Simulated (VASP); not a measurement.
# Al: relaxation of cell and atoms with PBE

The system is Al.

```xyz
2
Lattice="-2.3163 2.3163 1.2033 2.3163 -2.3163 1.2033 2.3163 2.3163 -1.2033" Properties=species:S:1:pos:R:3 pbc="T T T"
Al    0.0000   -1.1582   -0.3008
Al    0.0000    1.1582    0.3008
```

* Program: VASP 6.6.1
* Task: relaxation of cell and atoms
* Functional: PBE
* Potentials or basis: VASP PAW PBE potentials, release 64 (Al)
* Cutoff: 600 eV
* k mesh: 18 × 18 × 18
* Occupations: fermi-dirac, width 0.1 eV
* Spin: no spin polarisation
* Target pressure: 54 GPa
* Dipole correction: no
* Further INCAR settings: ALGO = Normal; EDIFF = 1e-06; IBRION = 2; EDIFFG = -0.005; NSW = 32; ISIF = 3

```yaml
Relaxed_volume: 12.92 Å³/atom
Relaxed_cell: a = 3.490 Å, b = 3.490 Å, c = 3.490 Å, α = 96.83°, β = 96.83°, γ = 139.66°
Space_group_after_relaxing_to_0.1_Å: I4_1/amd (No. 141)
Energy_change_on_relaxing_the_run_minimises_the_enthalpy: -1.7 meV/atom
Ionic_steps: 3
Pressure_after_relaxing: 54.0 GPa
Band_gap_on_the_k_mesh: zero (bands 3 and 4 overlap by 9.26 eV)
```

Step by step:
```
step  energy change (eV)  largest force (eV/Å)  pressure (GPa)  volume (Å³)
   1              0.0000                0.0000           54.09        25.82
   2             -0.0094                0.0000           53.84        25.85
   3             -0.0034                0.0000           53.99        25.83
```

Final structure:
```cif
data_structure
_symmetry_space_group_name_H-M 'P 1'
_symmetry_Int_Tables_number 1
_cell_length_a 3.4902
_cell_length_b 3.4902
_cell_length_c 3.4902
_cell_angle_alpha 96.829
_cell_angle_beta 96.829
_cell_angle_gamma 139.659
_cell_volume 25.83
loop_
_atom_site_label
_atom_site_type_symbol
_atom_site_fract_x
_atom_site_fract_y
_atom_site_fract_z
_atom_site_occupancy
Al1 Al 0.62500 0.87500 0.75000 1
Al2 Al 0.37500 0.12500 0.25000 1
```

Levels at points of the mesh, in eV from the Fermi level:
```csv
k point,band 1,band 2,band 3,band 4,band 5,band 6
"(0.00, 0.00, 0.00)",-12.73,-0.55,-0.55,1.03,1.74,9.49
"(0.50, 0.00, 0.00)",-5.27,-4.56,0.60,0.98,1.56,2.62
"(0.50, 0.50, 0.00)",-9.34,-9.34,2.35,2.35,4.58,4.58
"(0.50, 0.50, 0.50)",-6.14,-6.14,-5.95,-5.95,10.24,10.24
```

Run time: 3.5 min on 1 thread of Intel Xeon 8259CL, on a shared host, peak memory 0.23 GiB.

Caveat: the cell is relaxed towards a set pressure, so the run minimises the enthalpy, not the energy.
